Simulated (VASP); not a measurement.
## Ru: single point with r2SCAN

Ru:

```
Ru
1.0
     2.70246    0.00000    0.00000
    -1.35123    2.34040    0.00000
     0.00000    0.00000    4.26584
Ru
2
Direct
  0.33333 0.66667 0.25000
  0.66667 0.33333 0.75000
```

```yaml
Program: VASP 6.6.1
Task: single point
Functional: r2SCAN
Potentials_or_basis: VASP PAW PBE potentials, release 64 (Ru_pv)
Cutoff: 520 eV
k_mesh: 18 × 18 × 10
Occupations: gaussian, width 0.1 eV
Spin: no spin polarisation
```

```json
{
 "Pressure": "1.5 GPa",
 "Band gap on the k mesh": "zero (bands 14 and 15 overlap by 3.29 eV)"
}
```

Stress tensor (GPa, compression positive):
```
1.46 0.00 0.00
0.00 1.46 0.00
0.00 0.00 1.66
```

Levels at points of the mesh, in eV from the Fermi level:
| k point | band 12 | band 13 | band 14 | band 15 | band 16 | band 17 |
| --- | --- | --- | --- | --- | --- | --- |
| (0.00, 0.00, 0.00) | -2.00 | -2.00 | -1.49 | -1.49 | 1.25 | 1.25 |
| (0.50, 0.00, 0.00) | -1.88 | -1.57 | 1.49 | 1.93 | 2.03 | 4.27 |
| (0.00, 0.00, 0.50) | -2.91 | -2.83 | -2.83 | 0.58 | 0.58 | 0.58 |
| (0.50, 0.00, 0.50) | -1.12 | 0.48 | 0.48 | 1.76 | 1.76 | 3.57 |

Wall time 6.3 min on 1 thread of Intel Xeon 8259CL (shared host), peak memory 0.22 GiB.

Caveat: the PAW data sets were made with another functional, which shifts forces and pressure a little.
